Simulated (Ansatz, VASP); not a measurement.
LaHg3N2 in VASP and in Ansatz

```xyz
6
Lattice="4.5643 0.0000 0.0000 0.0000 4.5643 0.0000 0.0000 0.0000 6.9350" Properties=species:S:1:pos:R:3 pbc="T T T"
La    2.2822    2.2822    0.0000
Hg    2.2822    0.0000    3.8155
Hg    0.0000    2.2822    3.1196
Hg    0.0000    0.0000    0.0000
N     2.2822    0.0000    6.1201
N     0.0000    2.2822    0.8150
```

Change from the starting cell: species swapped into the Hf2SiAs3 type (P-4m2, No. 115).

Alike in both runs: functional PBE; k mesh 8 × 8 × 6; occupations gaussian, width 0.1 eV; no spin polarisation.

Ansatz relaxed the structure, and its values are those at the end. VASP's run is a single point on that final structure, the one shown.

```csv
,VASP,Ansatz
version,VASP 6.6.1,Ansatz 0.2.0
potentials or method,"VASP PAW PBE potentials, release 64 (La, Hg, N), cutoff 520 eV","scalar-relativistic, plane waves, PAW"
valence electrons in the cell,57,81
```

```tsv
	VASP	Ansatz	Ansatz less VASP
gap on the k mesh at the Fermi level (eV)	none	none	-
pressure (GPa)	0.2	0.0	-0.21
rms of the force components (eV/Å)	0.026	0.002	-0.0242
```

A gap of «none» marks a metal or a gap that the smearing closes. The functional is the same, so the differences come from potentials, cutoffs and numerics. VASP's potentials hold 57 valence electrons a cell and Ansatz's 81, so a difference there can come from the potentials and not from the codes.

Neither program's run includes spin-orbit coupling.
